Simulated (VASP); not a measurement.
# Te (P3_121) in VASP: further runs

Aim: see how the results for Te move with the level of theory and the settings. Levels: PBE, LDA. Tasks: single point.

Everything below comes from runs of VASP 6.6.1. Logs are shortened: lines on timing, memory, paths and dates and some standing lists are left out, and cuts for length are marked.

## 1. The cell of the first run

The structure is trigonal, space group P3_121 (No. 152). Conventional cell: a = 4.513 Å, b = 4.513 Å, c = 6.002 Å, α = 90.00°, β = 90.00°, γ = 120.00°. Te (site symmetry 2) has 6 Te at 2.90 to 3.51 Å within 3.8 Å.

## 2. Single point, PBE

Contents of INCAR:

```
SYSTEM = Te
ALGO = Normal
EDIFF = 1E-6
ENCUT = 520
GGA = PE
ISIF = 2
ISMEAR = -1
LASPH = .TRUE.
LCHARG = .FALSE.
LREAL = .FALSE.
LWAVE = .FALSE.
NBANDS = 16
NELM = 100
PREC = Accurate
SIGMA = 0.05
```

Contents of KPOINTS:

```
k-points
0
G
  7 7 5
  0 0 0
```

Contents of POSCAR:

```
Te
1.0
    4.5126119846      0.0000000000      0.0000000000
   -2.2563059923      3.9080366161      0.0000000000
    0.0000000000      0.0000000000      6.0019563082
Te
3
Direct
    0.7310000000      0.7310000000      0.0000000000
    0.0000000000      0.2690000000      0.6666666667
    0.2690000000      0.0000000000      0.3333333333
```

Potentials or basis: VASP PAW PBE potentials, release 64 (Te).

Run with:

```
cat potpaw_PBE.64/Te/POTCAR > POTCAR
mpirun -np 1 vasp_std > vasp.out
```

OUTCAR:

```text
SYSTEM = Te
   EDIFF = 1E-6
   ENCUT = 520
   GGA = PE
   ISIF = 2
   ISMEAR = -1
   LASPH = .TRUE.
   LREAL = .FALSE.
   NELM = 100
   PREC = Accurate

 ion  position               nearest neighbor table
   1  0.731  0.731  0.000-   3 2.90   2 2.90   3 3.51   2 3.51   2 3.51   3 3.51
   2  0.000  0.269  0.667-   1 2.90   3 2.90   1 3.51   1 3.51   3 3.51   3 3.51
   3  0.269  0.000  0.333-   1 2.90   2 2.90   1 3.51   1 3.51   2 3.51   2 3.51

  LATTYP: Found a hexagonal cell.
 ALAT       =     4.5126119846
 C/A-ratio  =     1.3300404131

  Lattice vectors:

 A1 = (   4.5126119846,   0.0000000000,   0.0000000000)
 A2 = (  -2.2563059923,   3.9080366161,   0.0000000000)
 A3 = (   0.0000000000,   0.0000000000,   6.0019563082)

Analysis of symmetry for initial positions (statically):
=====================================================================
 Subroutine PRICEL returns:
 Original cell was already a primitive cell.

 Routine SETGRP: Setting up the symmetry group for a
 hexagonal supercell.

 Subroutine GETGRP returns: Found  6 space group operations
 (whereof  2 operations were pure point group operations)
 out of a pool of 24 trial point group operations.

The static configuration has the point symmetry C_2 .
 The point group associated with its full space group is D_3 .

Analysis of symmetry for dynamics (positions and initial velocities):
=====================================================================
 Subroutine PRICEL returns:
 Original cell was already a primitive cell.

 Routine SETGRP: Setting up the symmetry group for a
 hexagonal supercell.

 Subroutine GETGRP returns: Found  6 space group operations
 (whereof  2 operations were pure point group operations)
 out of a pool of 24 trial point group operations.

The dynamic configuration has the point symmetry C_2 .
 The point group associated with its full space group is D_3 .

 Subroutine INISYM returns: Found  6 space group operations
 (whereof  2 operations are pure point group operations),
 and found     1 'primitive' translations

----------------------------------------------------------------------------------------

                                     Primitive cell

  volume of cell :     105.8472

  direct lattice vectors                    reciprocal lattice vectors
     4.512611985  0.000000000  0.000000000     0.221601149  0.127941483  0.000000000
[... 88 lines left out ...]
   EDIFF  = 0.1E-05   stopping-criterion for ELM
   LREAL  =      F    real-space projection
   EDIFFG = 0.1E-04   stopping-criterion for IOM
   NSW    =      0    number of steps for IOM
   IBRION =     -1    ionic relax: 0-MD 1-quasi-New 2-CG
   NFREE  =      0    steps in history (QN), initial steepest desc. (CG)
   ISIF   =      2    stress and relaxation
   ISYM   =      2    0-nonsym 1-usesym 2-fastsym
   POTIM  = 0.5000    time-step for ionic-motion
   TEBEG  =    0.0;   TEEND  =   0.0 temperature during run
   PSTRESS=    0.0 pullay stress
   NELECT =      18.0000    total number of electrons
   NUPDOWN=      -1.0000    fix difference up-down
   EMIN   =  10.00;   EMAX   =-10.00  energy-range for DOS
   EFERMI =   0.00;   METHOD = LEGACY
   ISMEAR =    -1;   SIGMA  =   0.05  broadening in eV -4-tet -1-fermi 0-gaus
   EFERMI_NEDOS =   21; number of points for ismear=-14 and -15
   IALGO  =     38    algorithm
   IMIX   =      4    mixing-type and parameters
     AMIX     =   0.40;   BMIX     =  1.00
     AMIX_MAG =   1.60;   BMIX_MAG =  1.00
  volume/ion in A,a.u.               =      35.28       238.10
  Fermi-wavevector in a.u.,A,eV,Ry     =   0.906997  1.713976 11.192745  0.822644
  Thomas-Fermi vector in A             =   2.030752
   LORBIT       =      0    0 simple, 1 ext, 2 COOP (PROOUT), +10 PAW based schemes
   GGA     = PE    functional components
   LHFCALC =     F    Hartree Fock is set to
   AEXX    =    0.0000 exact exchange contribution
   IVDW    =     0    specifies the selected vdW correction
   LEPSILON=     F    determine dielectric tensor
   LRPA    =     F    only Hartree local field effects (RPA)
 non-spin polarized calculation
  energy-cutoff  :      520.00
  volume of cell :      105.85
 maximum number of plane-waves:      2878
 NGX is ok and might be reduce to    36
   NGX = 17   NGY = 17   NGZ = 23

 number of electron      17.9999999 magnetization

 Free energy of the ion-electron system (eV)
  ---------------------------------------------------
  ext. energy  EPLUGINS =         0.00000000
  ---------------------------------------------------
  free energy    TOTEN  =        -9.42957825 eV

  energy without entropy =       -9.42948425  energy(sigma->0) =       -9.42953125

 E-fermi :   5.6434     XC(G=0):  -8.9029

 val. band max:        5.2983161191   @ k =   0.2857   0.2857   0.4000
 cond. band min:       5.9341295970   @ k =   0.0000   0.0000   0.4000
 fundamental gap:      0.6358134779
 Fermi energy:         5.6433539778

 k-point     1 :       0.0000    0.0000    0.0000
  band No.  band energies     occupation
      1      -7.8594      2.00000
      2      -4.7458      2.00000
      3      -4.7458      2.00000
      4       2.5520      2.00000
      5       2.7837      2.00000
      6       2.7837      2.00000
[... 433 lines left out ...]
      3      -3.8232      2.00000
      4       1.1421      2.00000
      5       2.1339      2.00000
      6       2.3289      2.00000
[... 8 lines left out ...]
     15      11.5105      0.00000
     16      12.1287      0.00000

 [... further k-points ...]

------------------------ aborting loop because EDIFF is reached ----------------------------------------

  FORCE on cell =-STRESS in cart. coord.  units (eV):
  Direction    XX          YY          ZZ          XY          YZ          ZX
  --------------------------------------------------------------------------------------
  -------------------------------------------------------------------------------------
  Total       -0.1802110     -0.1802110     -0.4319950      0.0000000     -0.0000000      0.0000000
  in kB       -2.7277988     -2.7277988     -6.5389774      0.0000000     -0.0000000      0.0000000
  external PRESSURE =      -3.9981917 kB  Pullay stress =       0.0000000 kB

 VOLUME and BASIS-vectors are now :
 -----------------------------------------------------------------------------
  energy-cutoff  :      520.00
  volume of cell :      105.85
      direct lattice vectors                 reciprocal lattice vectors
     4.512611985  0.000000000  0.000000000     0.221601149  0.127941483  0.000000000
    -2.256305992  3.908036616  0.000000000     0.000000000  0.255882966  0.000000000
     0.000000000  0.000000000  6.001956308     0.000000000  0.000000000  0.166612342

 POSITION                                       TOTAL-FORCE (eV/Angst)
 -----------------------------------------------------------------------------------
      1.64936      2.85677      0.00000         0.020713      0.035876      0.000000
     -0.60695      1.05126      4.00130         0.020713     -0.035876     -0.000000
      1.21389      0.00000      2.00065        -0.041426      0.000000      0.000000
 -----------------------------------------------------------------------------------
    total drift:                                0.000000     -0.000000      0.000000

  FREE ENERGIE OF THE ION-ELECTRON SYSTEM (eV)
  ---------------------------------------------------
  free  energy   TOTEN  =        -9.4295782474 eV

  energy  without entropy=       -9.4294842491  energy(sigma->0) =       -9.42953125
```

OSZICAR:

```text
N       E                     dE             d eps       ncg     rms          rms(c)
DAV:   1     0.714748897673E+02    0.71475E+02   -0.63988E+03  1024   0.892E+02
DAV:   2    -0.484908440853E+01   -0.76324E+02   -0.72117E+02  1408   0.134E+02
DAV:   3    -0.936398261553E+01   -0.45149E+01   -0.44988E+01  1232   0.366E+01
DAV:   4    -0.944692623223E+01   -0.82944E-01   -0.82939E-01  1664   0.565E+00
DAV:   5    -0.944790499255E+01   -0.97876E-03   -0.97876E-03  1320   0.512E-01    0.113E+01
DAV:   6    -0.943219646263E+01    0.15709E-01   -0.17425E-02  1400   0.777E-01    0.718E+00
DAV:   7    -0.943017667165E+01    0.20198E-02   -0.39146E-02  1232   0.118E+00    0.289E-01
DAV:   8    -0.942951593325E+01    0.66074E-03   -0.69564E-03  1216   0.450E-01    0.150E-01
DAV:   9    -0.942954869324E+01   -0.32760E-04   -0.19224E-04  1520   0.896E-02    0.972E-02
DAV:  10    -0.942958014010E+01   -0.31447E-04   -0.44979E-05  1376   0.413E-02    0.199E-02
DAV:  11    -0.942957784502E+01    0.22951E-05   -0.92893E-06  1320   0.178E-02    0.515E-03
DAV:  12    -0.942957824743E+01   -0.40241E-06   -0.72226E-07  1016   0.520E-03
   1 F= -.94295782E+01 E0= -.94295312E+01  d E =-.939984E-04
```

Run time: 1.7 min. Hardware: 1 thread of Intel Xeon 8259CL, shared host; peak memory 0.25 GiB.

What came out:

```yaml
Free_energy: -9.4296 eV
Pressure: -0.4 GPa
Largest_force: 0.041 eV/Å
Band_gap_on_the_k_mesh: 0.64 eV (least direct gap 0.76 eV)
```

Forces in eV/Å, atoms in the order of the input:
```
Te   0.021  0.036  0.000
Te   0.021 -0.036  0.000
Te  -0.041  0.000  0.000
```

Stress tensor (GPa, compression positive):
```
-0.27  0.00  0.00
 0.00 -0.27  0.00
 0.00  0.00 -0.65
```

Caveat: spin-orbit coupling is left out, which moves the levels of the heavy elements; an odd mesh through Γ misses points on the zone boundary, where band edges can lie.

## 3. Single point, LDA

This run uses another cell than the first one, of 31.89 Å³/atom.

Contents of INCAR:

```
SYSTEM = Te
ALGO = Normal
EDIFF = 1E-6
ENCUT = 520
GGA = CA
ISIF = 2
ISMEAR = -1
LASPH = .True.
LCHARG = .False.
LREAL = .False.
LWAVE = .False.
NBANDS = 16
NELM = 100
PREC = Accurate
SIGMA = 0.05
```

Contents of KPOINTS:

```
k-points
0
Gamma
  7 7 5
  0 0 0
```

Contents of POSCAR:

```
Te
1.0
    4.3630765282      0.0000000000      0.0000000000
   -2.1815382641      3.7785351121      0.0000000000
    0.0000000000      0.0000000000      5.8030681080
Te
3
Direct
    0.7310000000      0.7310000000      0.0000000000
    0.0000000000      0.2690000000      0.6666666667
    0.2690000000      0.0000000000      0.3333333333
```

Potentials or basis: VASP PAW LDA potentials, release 64 (Te).

Run with:

```
cat potpaw_LDA.64/Te/POTCAR > POTCAR
mpirun -np 1 vasp_std > vasp.out
```

Run time: 32 s. Hardware: 1 thread of AMD EPYC 7R13 (Zen 3), shared host; peak memory 0.16 GiB.

The run converged. Its results:

```
Free energy            : -11.3583 eV
Pressure               : 1.5 GPa
Largest force          : 0.429 eV/Å
Band gap on the k mesh : 0.55 eV (least direct gap 0.78 eV)
```

Forces in eV/Å, atoms in the order of the input:
```
Te  -0.215 -0.372  0.000
Te  -0.215  0.372  0.000
Te   0.429  0.000  0.000
```

Stress tensor (GPa, compression positive):
```
0.96 0.00 0.00
0.00 0.96 0.00
0.00 0.00 2.56
```

Levels at points of the mesh, in eV from the valence-band top:
```
           k point  band 6  band 7  band 8  band 9  band 10  band 11  band 12  band 13
(0.00, 0.00, 0.00)   -2.71   -1.68   -1.68   -0.79     1.18     1.18     1.77     4.92
```

Caveat: spin-orbit coupling is left out, which moves the levels of the heavy elements; an odd mesh through Γ misses points on the zone boundary, where band edges can lie.

## 4. Single point, LDA

This run uses another cell than the first one, of 32.57 Å³/atom.

Contents of INCAR:

```
ALGO = Normal ; EDIFF = 1E-6
ENCUT = 520 ; GGA = CA
ISIF = 2 ; ISMEAR = -1
LASPH = T ; LCHARG = F
LREAL = F ; LWAVE = F
NBANDS = 16 ; NELM = 60
PREC = Accurate ; SIGMA = 0.05
```

Contents of KPOINTS:

```
k-points
0
Gamma
  7 7 5
```

Contents of POSCAR:

```
Te
1.0
    4.3938034316      0.0000000000      0.0000000000
   -2.1969017158      3.8051453911      0.0000000000
    0.0000000000      0.0000000000      5.8439361313
Te
3
Direct
    0.7310000000      0.7310000000      0.0000000000
    0.0000000000      0.2690000000      0.6666666667
    0.2690000000      0.0000000000      0.3333333333
```

Run with:

```
cat potpaw_LDA.64/Te/POTCAR > POTCAR
mpirun -np 1 vasp_std > vasp.out
```

It took 38 s on 1 thread of AMD EPYC 7R13 (Zen 3), shared host; peak memory 0.17 GiB.

It converged, with:

- Free energy: -11.3693 eV
- Pressure: 0.2 GPa
- Largest force: 0.305 eV/Å
- Band gap on the k mesh: 0.56 eV (least direct gap 0.77 eV)

Forces in eV/Å, atoms in the order of the input:
```
Te  -0.153 -0.264  0.000
Te  -0.153  0.264  0.000
Te   0.305  0.000  0.000
```

Stress tensor (GPa, compression positive):
```
-0.10  0.00  0.00
 0.00 -0.10  0.00
 0.00  0.00  0.94
```

Levels at points of the mesh, in eV from the valence-band top:
```tsv
k point	band 5	band 6	band 7	band 8	band 9	band 10	band 11	band 12	band 13	band 14
(0.00, 0.00, 0.00)	-2.67	-2.67	-1.62	-1.62	-0.75	1.17	1.17	1.75	4.97	4.97
```

Caveat: spin-orbit coupling is left out, which moves the levels of the heavy elements; an odd mesh through Γ misses points on the zone boundary, where band edges can lie.

## 5. The runs side by side

| level | potentials or basis | cell | gap on the mesh (eV) | pressure (GPa) | largest force (eV/Å) |
| --- | --- | --- | --- | --- | --- |
| PBE | VASP PAW PBE potentials, release 64 (Te) | a = 4.513, b = 4.513, c = 6.002 Å, angles 90.0, 90.0, 120.0°, 3 atoms | 0.64 | -0.4 | 0.04 |
| LDA | VASP PAW LDA potentials, release 64 (Te) | a = 4.363, b = 4.363, c = 5.803 Å, angles 90.0, 90.0, 120.0°, 3 atoms | 0.55 | 1.5 | 0.43 |
| LDA | VASP PAW LDA potentials, release 64 (Te) | a = 4.394, b = 4.394, c = 5.844 Å, angles 90.0, 90.0, 120.0°, 3 atoms | 0.56 | 0.2 | 0.31 |

Alike in all rows: task single point; no spin polarisation; k mesh 7 × 7 × 5; cutoff (eV) 520; smearing fermi-dirac 0.05 eV.

Caveats: spin-orbit coupling is left out, which moves the levels of the heavy elements; an odd mesh through Γ misses points on the zone boundary, where band edges can lie.

Absolute energies hang on the potentials; compare differences alone.
